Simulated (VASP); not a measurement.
Crystal: PtSe2.

```xyz
3
Lattice="3.7240 0.0000 0.0000 -1.8620 3.2251 0.0000 0.0000 0.0000 5.0620" Properties=species:S:1:pos:R:3 pbc="T T T"
Pt    0.0000    0.0000    0.0000
Se    0.0000    2.1501    1.2655
Se    1.8620    1.0750    3.7965
```

```yaml
Program: VASP 6.6.1
Task: relaxation of cell and atoms
Functional: PBE
Dispersion: D3(BJ)
Potentials_or_basis: VASP PAW PBE potentials, release 64 (Pt, Se)
Cutoff: 600 eV
k_mesh: 10 × 10 × 7
Occupations: fermi-dirac, width 0.15 eV
Spin: no spin polarisation
```

At the start: pressure 3.5 GPa; volume 20.27 Å³/atom.

Problem. How do energy, volume and symmetry change on relaxing?

Solution. Over 13 steps the energy falls by 18.0 meV/atom and the volume is 19.76 Å³/atom (-2.5 %); space group P-3m1 (No. 164, to 0.1 Å) before and after.

Step by step:
| step | energy change (eV) | largest force (eV/Å) | pressure (GPa) | volume (Å³) |
| --- | --- | --- | --- | --- |
| 1 | 0.0000 | 0.6203 | 3.52 | 60.80 |
| 2 | 0.0313 | 0.3885 | -5.91 | 64.79 |
| 3 | -0.0249 | 0.1835 | -0.63 | 62.34 |
| 4 | -0.0249 | 0.1915 | -0.54 | 62.31 |
| 5 | -0.0308 | 0.1678 | -0.48 | 61.91 |
| 6 | -0.0449 | 0.0912 | -0.15 | 60.72 |
| 7 | -0.0484 | 0.1084 | 0.99 | 58.34 |
| 8 | -0.0518 | 0.0036 | 0.41 | 59.45 |
| 9 | -0.0520 | 0.0110 | 0.49 | 59.29 |
| 10 | -0.0482 | 0.2083 | -1.79 | 59.86 |
| 11 | -0.0530 | 0.0743 | -0.25 | 59.47 |
| 12 | -0.0538 | 0.0120 | 0.13 | 59.20 |
| 13 | -0.0539 | 0.0096 | 0.04 | 59.27 |

Final structure:
```
Pt Se
1.0
     3.77176    0.00000    0.00000
    -1.88588    3.26644    0.00000
     0.00000    0.00000    4.81066
Pt Se
1 2
Direct
  0.00000 0.00000 0.00000
  0.33333 0.66667 0.26646
  0.66667 0.33333 0.73354
```
